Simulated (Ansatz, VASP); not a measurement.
**One calculation of NaHgH2, two programs**

INCAR

```
PREC = Accurate
ENCUT = 600
EDIFF = 1E-6
ISMEAR = 0
SIGMA = 0.1
LREAL = False
LASPH = True
NELM = 80
ALGO = Normal
ISIF = 3
LWAVE = False
LCHARG = False
GGA = PE
IBRION = 2
NSW = 100
EDIFFG = -0.01
```

File KPOINTS:

```
regular mesh
0
Gamma
  16 16 8
```

The input POSCAR:

```
NaHgH2
1.0
    3.0599564300      0.0000000000      0.0000000000
    0.0000000000      3.0599564300      0.0000000000
    0.0000000000      0.0000000000      6.1199128500
Na Hg H
1 1 2
Direct
    0.0000000000      0.0000000000      0.5000000000
    0.0000000000      0.0000000000      0.0000000000
    0.5000000000      0.5000000000      0.2500000000
    0.5000000000      0.5000000000      0.7500000000
```

Input for Ansatz:

```yaml
crystal:
  lattice:
    - [3.05995643, 0.0, 0.0]
    - [0.0, 3.05995643, 0.0]
    - [0.0, 0.0, 6.11991285]
  atoms:
    - { symbol: Na, position: [0.0, 0.0, 0.5] }
    - { symbol: Hg, position: [0.0, 0.0, 0.0] }
    - { symbol: H, position: [0.5, 0.5, 0.25] }
    - { symbol: H, position: [0.5, 0.5, 0.75] }
basis:
  ecutwfc: 420
kpoints:
  mp_grid: { grid: [16, 16, 8] }
hamiltonian:
  xc: pbe
scf:
  occupations: { method: gaussian, width: 0.1 }
output:
  forces: true
  stress: true
  eigenvalues: true
relax:
  adjacent_minimum: "off"
  f_tol: 0.01
  max_steps: 80
  cell: { stress_tol: 0.05 }
```

Alike in both runs: task relaxation of cell and atoms; functional PBE; k mesh 16 × 16 × 8; occupations gaussian, width 0.1 eV; no spin polarisation.

```csv
,VASP,Ansatz
version,VASP 6.6.1,Ansatz 0.2.0
potentials or method,"VASP PAW PBE potentials, release 64 (Na_pv, Hg, H), cutoff 600 eV","scalar-relativistic, plane waves, PAW"
valence electrons in the cell,21,31
```

VASP gave:

```
gap on the k mesh at the Fermi level, each at its own relaxed structure (eV)  : none
relaxed volume (Å³/atom)                                                      : 20.13
relaxed length of the cell vector where the two differ most in proportion (Å) : 3.627
```

Task: Which values does Ansatz return?

Result: gap on the k mesh at the Fermi level, each at its own relaxed structure (eV): none; relaxed volume (Å³/atom): 21.06; relaxed length of the cell vector where the two differ most in proportion (Å): 3.704.

A gap of «none» marks a metal or a gap that the smearing closes. VASP's potentials hold 21 valence electrons a cell and Ansatz's 31, so a difference there can come from the potentials and not from the codes.

Spin-orbit coupling is off throughout. Noted on VASP's run: the volume moved by over 15 % at a fixed basis, so the end points are rough.
